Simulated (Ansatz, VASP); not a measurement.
## TePb: VASP beside Ansatz

The input INCAR:

```
SYSTEM = TePb
  ALGO = Normal
  EDIFF = 1E-6
  ENCUT = 500
  GGA = PE
  GGA_COMPAT = .FALSE.
  ISIF = 2
  ISMEAR = 1
  LASPH = .TRUE.
  LCHARG = .TRUE.
  LELF = .TRUE.
  LREAL = .FALSE.
  LVHAR = .TRUE.
  LWAVE = .FALSE.
  NBANDS = 17
  NELM = 120
  PREC = Accurate
  SIGMA = 0.001
```

The input KPOINTS:

```
k-points
0
G
  4 4 4
  0 0 0
```

The input POSCAR:

```
TePb
1.0
    0.0000000000      3.6414940692      3.6414940692
    3.6414940692      0.0000000000      3.6414940692
    3.6414940692      3.6414940692      0.0000000000
Pb Te
1 1
Direct
    0.0000000000      0.0000000000      0.0000000000
    0.2500000000      0.2500000000      0.2500000000
```

Input for Ansatz:

```yaml
crystal:
  lattice:
    - [0.0, 3.6414940692, 3.6414940692]
    - [3.6414940692, 0.0, 3.6414940692]
    - [3.6414940692, 3.6414940692, 0.0]
  atoms:
    - { symbol: Pb, position: [0.0, 0.0, 0.0] }
    - { symbol: Te, position: [0.25, 0.25, 0.25] }
kpoints:
  mp_grid: { grid: [4, 4, 4] }
hamiltonian:
  xc: pbe
scf:
  occupations: { method: methfessel_paxton, width: 0.001 }
  n_extra_bands: 4
output:
  forces: true
  stress: true
  eigenvalues: true
```

Alike in both runs: task single point; functional PBE; k mesh 4 × 4 × 4; occupations methfessel-paxton of order 1, width 0.001 eV; no spin polarisation.

|  | VASP | Ansatz |
| --- | --- | --- |
| version | VASP 6.6.1 | Ansatz 0.2.0 |
| potentials or method | VASP PAW PBE potentials, release 64 (Pb_d, Te) | plane waves |
| plane-wave cutoff (eV) | 500 | 420 |
| valence electrons in the cell | 20 | 30 |

```tsv
	VASP	Ansatz	Ansatz less VASP
gap on the k mesh at the Fermi level (eV)	0.59	0.59	0.000
pressure (GPa)	0.5	0.5	+0.03
```

VASP's potentials hold 20 valence electrons a cell and Ansatz's 30, so a difference there can come from the potentials and not from the codes.

Neither program's run includes spin-orbit coupling.
